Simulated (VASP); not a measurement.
## Si5C: single point with PBE

The system is Si5C.

```
Si C
1.0
     2.75690    0.00000    0.00000
     0.00000    2.75690    0.00000
     0.00000    0.00000    9.98189
Si C
5 1
Direct
  0.50000 0.50000 0.11792
  0.00000 0.00000 0.31531
  0.50000 0.50000 0.50000
  0.00000 0.00000 0.68469
  0.50000 0.50000 0.88208
  0.00000 0.00000 0.00000
```

```
Program             : VASP 6.6.1
Task                : single point
Functional          : PBE
Potentials or basis : VASP PAW PBE potentials, release 64 (Si, C)
Cutoff              : 520 eV
k mesh              : 14 × 14 × 4
Occupations         : gaussian, width 0.1 eV
Spin                : no spin polarisation
```

```
Pressure               : 0.0 GPa
Largest force          : 0.006 eV/Å
Band gap on the k mesh : zero (bands 12 and 13 overlap by 5.69 eV)
```

Forces on the atoms (eV/Å):
```
Si   0.000  0.000  0.006
Si   0.000  0.000  0.003
Si   0.000  0.000  0.000
Si   0.000  0.000 -0.003
Si   0.000  0.000 -0.006
C    0.000  0.000  0.000
```

Stress tensor (GPa, compression positive):
```
 0.03  0.00  0.00
 0.00  0.03  0.00
 0.00  0.00 -0.05
```

Levels at points of the mesh, in eV from the Fermi level:
```
           k point  band 8  band 9  band 10  band 11  band 12  band 13  band 14  band 15  band 16  band 17
(0.00, 0.00, 0.00)   -1.31   -1.31     1.43     3.20     3.20     4.16     4.16     4.21     4.21     5.48
(0.50, 0.00, 0.00)   -4.89   -4.83    -4.42     0.23     0.67     2.21     2.27     2.28     5.77     6.13
(0.50, 0.50, 0.00)   -4.16   -4.12    -4.04    -4.04    -3.02    -1.48    -0.64    -0.64    -0.43    -0.43
(0.00, 0.00, 0.50)   -1.31    0.88     1.05     2.46     3.08     3.08     4.47     4.57     4.76     4.76
(0.50, 0.00, 0.50)   -6.85   -2.50    -2.20    -2.08    -0.78     0.67     4.52     5.24     5.73     6.09
(0.50, 0.50, 0.50)   -4.39   -3.18    -3.18    -3.05    -2.81    -2.49    -2.49    -1.99    -1.78     1.33
```

It took 2.3 min on 1 thread of Intel(R) Xeon(R) Platinum 8375C CPU @ 2.90GHz (Ice Lake), with other jobs on the host, peak memory 0.28 GiB.
